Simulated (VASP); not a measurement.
# NaPt (P-6m2) in VASP: single point with LDA

Aim: the single point of NaPt with LDA.

All numbers are computed with VASP 6.6.1; they aren't measurements. Logs are shortened: lines on timing, memory, paths and dates and some standing lists are left out, and cuts for length are marked.

## (1) The cell of the first run

It takes space group P-6m2 (No. 187, hexagonal). Conventional cell: a = 2.673 Å, b = 2.673 Å, c = 4.420 Å, α = 90.00°, β = 90.00°, γ = 120.00°. Na (site symmetry -6m2) has 6 Na at 2.67 Å and 6 Pt at 2.70 Å within 3.5 Å. Within 3.5 Å of Pt (site symmetry -6m2) lie 6 Pt at 2.67 Å and 6 Na at 2.70 Å.

## (2) Single point, LDA

Input file INCAR:

```
SYSTEM = NaPt
PREC = Accurate ; ENCUT = 1130
EDIFF = 1E-6 ; ISMEAR = 0
SIGMA = 0.15 ; LREAL = .False.
LASPH = .True. ; NELM = 120
ALGO = Normal ; ISIF = 2
LWAVE = .False. ; LCHARG = .False.
GGA = CA ; NBANDS = 20
GGA_COMPAT = .False.
```

Input file KPOINTS:

```
regular mesh
0
Gamma
  18 18 10
  0 0 0
```

Input file POSCAR:

```
NaPt
1.0
    2.6735000000      0.0000000000      0.0000000000
   -1.3367500000      2.3153189170      0.0000000000
    0.0000000000      0.0000000000      4.4196000000
Na Pt
1 1
Direct
    0.6666666667      0.3333333333      0.5000000000
    0.3333333333      0.6666666667      0.0000000000
```

Potentials or basis: VASP PAW LDA potentials, release 64 (Na_sv, Pt_sv_GW).

Launch:

```bash
$ cat potpaw_LDA.64/Na_sv/POTCAR potpaw_LDA.64/Pt_sv_GW/POTCAR > POTCAR
$ mpirun -np 1 vasp_std > vasp.out
```

OUTCAR:

```text
SYSTEM = NaPt
   PREC = Accurate
   ENCUT = 1130
   EDIFF = 1E-6
   ISMEAR = 0
   LREAL = .False.
   LASPH = .True.
   NELM = 120
   ISIF = 2
   GGA = CA

 ion  position               nearest neighbor table
   1  0.667  0.333  0.500-
   2  0.333  0.667  0.000-

  LATTYP: Found a hexagonal cell.
 ALAT       =     2.6735000000
 C/A-ratio  =     1.6531138956

  Lattice vectors:

 A1 = (   2.6735000000,   0.0000000000,   0.0000000000)
 A2 = (  -1.3367500000,   2.3153189170,   0.0000000000)
 A3 = (   0.0000000000,   0.0000000000,   4.4196000000)

Analysis of symmetry for initial positions (statically):
=====================================================================
 Subroutine PRICEL returns:
 Original cell was already a primitive cell.

 Routine SETGRP: Setting up the symmetry group for a
 hexagonal supercell.

 Subroutine GETGRP returns: Found 12 space group operations
 (whereof 12 operations were pure point group operations)
 out of a pool of 24 trial point group operations.

The static configuration has the point symmetry D_3h.

Analysis of symmetry for dynamics (positions and initial velocities):
=====================================================================
 Subroutine PRICEL returns:
 Original cell was already a primitive cell.

 Routine SETGRP: Setting up the symmetry group for a
 hexagonal supercell.

 Subroutine GETGRP returns: Found 12 space group operations
 (whereof 12 operations were pure point group operations)
 out of a pool of 24 trial point group operations.

The dynamic configuration has the point symmetry D_3h.

 Subroutine INISYM returns: Found 12 space group operations
 (whereof 12 operations are pure point group operations),
 and found     1 'primitive' translations

----------------------------------------------------------------------------------------

                                     Primitive cell

  volume of cell :      27.3573

  direct lattice vectors                    reciprocal lattice vectors
     2.673500000  0.000000000  0.000000000     0.374041519  0.215952971  0.000000000
    -1.336750000  2.315318917  0.000000000     0.000000000  0.431905943  0.000000000
     0.000000000  0.000000000  4.419600000     0.000000000  0.000000000  0.226264820

  length of vectors
     2.673500000  2.673500000  4.419600000     0.431905943  0.431905943  0.226264820

  position of ions in fractional coordinates (direct lattice)
     0.666666667  0.333333333  0.500000000
     0.333333333  0.666666667  0.000000000

  ion indices of the primitive-cell ions
   primitive index   ion index
                 1           1
                 2           2

----------------------------------------------------------------------------------------

 KPOINTS: regular mesh

Automatic generation of k-mesh.
 Grid dimensions read from file:
 generate k-points for:   18   18   10

 Generating k-lattice:

  Cartesian coordinates                     Fractional coordinates (reciprocal lattice)
     0.020780084  0.011997387  0.000000000     0.055555556  0.000000000  0.000000000
     0.000000000  0.023994775  0.000000000     0.000000000  0.055555556  0.000000000
     0.000000000  0.000000000  0.022626482     0.000000000  0.000000000  0.100000000

  Length of vectors
     0.023994775  0.023994775  0.022626482

  Shift w.r.t. Gamma in fractional coordinates (k-lattice)
     0.000000000  0.000000000  0.000000000

 Subroutine IBZKPT returns following result:
 ===========================================

 Found    222 irreducible k-points:

 Following reciprocal coordinates:
            Coordinates               Weight
  0.000000  0.000000  0.000000      1.000000
  0.055556  0.000000  0.000000      6.000000
  0.111111  0.000000  0.000000      6.000000
  0.166667  0.000000  0.000000      6.000000
  0.222222  0.000000  0.000000      6.000000
  0.277778  0.000000  0.000000      6.000000
[... 16 lines left out ...]
  0.333333  0.111111  0.000000     12.000000
  0.388889  0.111111  0.000000     12.000000
 [... further k-points ...]
   k-points           NKPTS =    222   k-points in BZ     NKDIM =    222   number of bands    NBANDS=     20
   number of dos      NEDOS =    301   number of ions     NIONS =      2
   total plane-waves  NPLWV =  43200
   dimension x,y,z NGX =    30 NGY =   30 NGZ =   48
   dimension x,y,z NGXF=    60 NGYF=   60 NGZF=   96
   ions per type =               1   1
   NGX,Y,Z   is equivalent  to a cutoff of  18.65, 18.65, 18.06 a.u.
   NGXF,Y,Z  is equivalent  to a cutoff of  37.31, 37.31, 36.11 a.u.
 SYSTEM =  NaPt
   PREC   = accura    normal or accurate (medium, high low for compatibility)
   ISTART =      0    job   : 0-new  1-cont  2-samecut
   ICHARG =      2    charge: 1-file 2-atom 10-const
   ISPIN  =      1    spin polarized calculation?
   LNONCOLLINEAR =      F non collinear calculations
   LSORBIT =      F    spin-orbit coupling
   LASPH  =      T    aspherical Exc in radial PAW
   ENCUT  = 1130.0 eV  83.05 Ry    9.11 a.u.   7.33  7.33 12.11*2*pi/ulx,y,z
   NELM   =    120;   NELMIN=  2; NELMDL= -5     # of ELM steps
   EDIFF  = 0.1E-05   stopping-criterion for ELM
   LREAL  =      F    real-space projection
   EDIFFG = 0.1E-04   stopping-criterion for IOM
   NSW    =      0    number of steps for IOM
   IBRION =     -1    ionic relax: 0-MD 1-quasi-New 2-CG
   NFREE  =      0    steps in history (QN), initial steepest desc. (CG)
   ISIF   =      2    stress and relaxation
   ISYM   =      2    0-nonsym 1-usesym 2-fastsym
   POTIM  = 0.5000    time-step for ionic-motion
   TEBEG  =    0.0;   TEEND  =   0.0 temperature during run
   PSTRESS=    0.0 pullay stress
   NELECT =      27.0000    total number of electrons
   NUPDOWN=      -1.0000    fix difference up-down
   EMIN   =  10.00;   EMAX   =-10.00  energy-range for DOS
   EFERMI =   0.00;   METHOD = LEGACY
   ISMEAR =     0;   SIGMA  =   0.15  broadening in eV -4-tet -1-fermi 0-gaus
   EFERMI_NEDOS =   21; number of points for ismear=-14 and -15
   IALGO  =     38    algorithm
   IMIX   =      4    mixing-type and parameters
     AMIX     =   0.40;   BMIX     =  1.00
     AMIX_MAG =   1.60;   BMIX_MAG =  1.00
  volume/ion in A,a.u.               =      13.68        92.31
  Fermi-wavevector in a.u.,A,eV,Ry     =   1.629939  3.080139 36.146626  2.656702
  Thomas-Fermi vector in A             =   2.722323
   LORBIT       =      0    0 simple, 1 ext, 2 COOP (PROOUT), +10 PAW based schemes
   GGA     = CA    functional components
   LHFCALC =     F    Hartree Fock is set to
   AEXX    =    0.0000 exact exchange contribution
   IVDW    =     0    specifies the selected vdW correction
   LEPSILON=     F    determine dielectric tensor
   LRPA    =     F    only Hartree local field effects (RPA)
 non-spin polarized calculation
 Gauss-broadening in eV      SIGMA  =   0.15
  energy-cutoff  :     1130.00
  volume of cell :       27.36
 maximum number of plane-waves:      2394
 NGX is ok and might be reduce to    30
   NGX = 15   NGY = 15   NGZ = 25

 number of electron      26.9999999 magnetization

 Free energy of the ion-electron system (eV)
  ---------------------------------------------------
  ext. energy  EPLUGINS =         0.00000000
  ---------------------------------------------------
  free energy    TOTEN  =        -8.85757713 eV

  energy without entropy =       -8.84827737  energy(sigma->0) =       -8.85292725

 E-fermi :   8.4074     XC(G=0): -12.6282

 val. band max:        8.3987819219   @ k =   0.3333   0.0556   0.5000
 cond. band min:       8.4244979224   @ k =   0.2778   0.1111   0.0000
 fundamental gap:      0.0257160005
 Fermi energy:         8.4073648318

 k-point     1 :       0.0000    0.0000    0.0000
  band No.  band energies     occupation
      1     -89.8255      2.00000
      2     -44.1007      2.00000
      3     -44.0624      2.00000
      4     -44.0624      2.00000
      5     -43.5949      2.00000
      6     -16.1188      2.00000
[... 12 lines left out ...]
     19      26.4586      0.00000
     20      27.7387      0.00000

 k-point     2 :       0.0556    0.0000    0.0000
  band No.  band energies     occupation
      1     -89.8243      2.00000
      2     -44.0985      2.00000
      3     -44.0794      2.00000
      4     -44.0664      2.00000
      5     -43.5917      2.00000
      6     -16.1157      2.00000
[... 12 lines left out ...]
     19      26.3342      0.00000
     20      27.7611      0.00000

 k-point     3 :       0.1111    0.0000    0.0000
  band No.  band energies     occupation
      1     -89.8210      2.00000
      2     -44.1282      2.00000
      3     -44.0921      2.00000
      4     -44.0780      2.00000
      5     -43.5827      2.00000
      6     -16.1068      2.00000
[... 12 lines left out ...]
     19      25.9918      0.00000
     20      27.5812      0.00000

 k-point     4 :       0.1667    0.0000    0.0000
  band No.  band energies     occupation
      1     -89.8159      2.00000
      2     -44.2023      2.00000
      3     -44.0958      2.00000
      4     -44.0824      2.00000
      5     -43.5692      2.00000
      6     -16.0931      2.00000
[... 12 lines left out ...]
     19      25.4924      0.00000
     20      26.6348      0.00000

 k-point     5 :       0.2222    0.0000    0.0000
  band No.  band energies     occupation
      1     -89.8096      2.00000
      2     -44.2920      2.00000
      3     -44.1176      2.00000
      4     -44.0704      2.00000
      5     -43.5529      2.00000
      6     -16.1707      2.00000
[... 12 lines left out ...]
     19      25.4835      0.00000
     20      25.6461      0.00000
[... 353 lines left out ...]
      6     -16.2871      2.00000
[... 12 lines left out ...]
     19      24.3658      0.00000
     20      26.2305      0.00000

 k-point    22 :       0.2778    0.1111    0.0000
  band No.  band energies     occupation
      1     -89.7949      2.00000
      2     -44.4720      2.00000
      3     -44.1944      2.00000
      4     -44.0423      2.00000
      5     -43.5154      2.00000
      6     -16.3713      2.00000
[... 12 lines left out ...]
     19      23.5586      0.00000
     20      24.4001      0.00000

 k-point    23 :       0.3333    0.1111    0.0000
  band No.  band energies     occupation
      1     -89.7901      2.00000
      2     -44.5332      2.00000
      3     -44.2166      2.00000
      4     -44.0331      2.00000
      5     -43.5031      2.00000
      6     -16.4389      2.00000
[... 12 lines left out ...]
     19      22.7425      0.00000
     20      22.8943      0.00000

 k-point    24 :       0.3889    0.1111    0.0000
  band No.  band energies     occupation
      1     -89.7869      2.00000
      2     -44.5729      2.00000
      3     -44.2311      2.00000
      4     -44.0270      2.00000
      5     -43.4952      2.00000
      6     -16.4826      2.00000
[... 12 lines left out ...]
     19      21.4400      0.00000
     20      22.4391      0.00000

 [... further k-points ...]

------------------------ aborting loop because EDIFF is reached ----------------------------------------

  FORCE on cell =-STRESS in cart. coord.  units (eV):
  Direction    XX          YY          ZZ          XY          YZ          ZX
  --------------------------------------------------------------------------------------
  -------------------------------------------------------------------------------------
  Total        3.6811696      3.6811696      4.6229972      0.0000000      0.0000000     -0.0000000
  in kB      215.5869359    215.5869359    270.7448731      0.0000000      0.0000000     -0.0000000
  external PRESSURE =     233.9729150 kB  Pullay stress =       0.0000000 kB

 VOLUME and BASIS-vectors are now :
 -----------------------------------------------------------------------------
  energy-cutoff  :     1130.00
  volume of cell :       27.36
      direct lattice vectors                 reciprocal lattice vectors
     2.673500000  0.000000000  0.000000000     0.374041519  0.215952971  0.000000000
    -1.336750000  2.315318917  0.000000000     0.000000000  0.431905943  0.000000000
     0.000000000  0.000000000  4.419600000     0.000000000  0.000000000  0.226264820

 POSITION                                       TOTAL-FORCE (eV/Angst)
 -----------------------------------------------------------------------------------
      1.33675      0.77177      2.20980         0.000000      0.000000      0.000000
     -0.00000      1.54355      0.00000        -0.000000      0.000000      0.000000
 -----------------------------------------------------------------------------------
    total drift:                                0.000000     -0.000000     -0.000000

  FREE ENERGIE OF THE ION-ELECTRON SYSTEM (eV)
  ---------------------------------------------------
  free  energy   TOTEN  =        -8.8575771278 eV

  energy  without entropy=       -8.8482773735  energy(sigma->0) =       -8.85292725
```

Wall time 2.1 min (1 thread of Intel Xeon 6975P-C (Granite Rapids), shared host); peak memory 0.48 GiB.

Results:

* Free energy: -8.8576 eV
* Pressure: 23.4 GPa
* Band gap on the k mesh: zero (an odd number of electrons rules out a gap without spin polarisation)

Caveat: the stress differs along the axes, from 22 to 27 GPa; spin-orbit coupling is left out, which moves the levels of the heavy elements.

The gap in the log of VASP goes by the Fermi energy; the results here count the filled bands.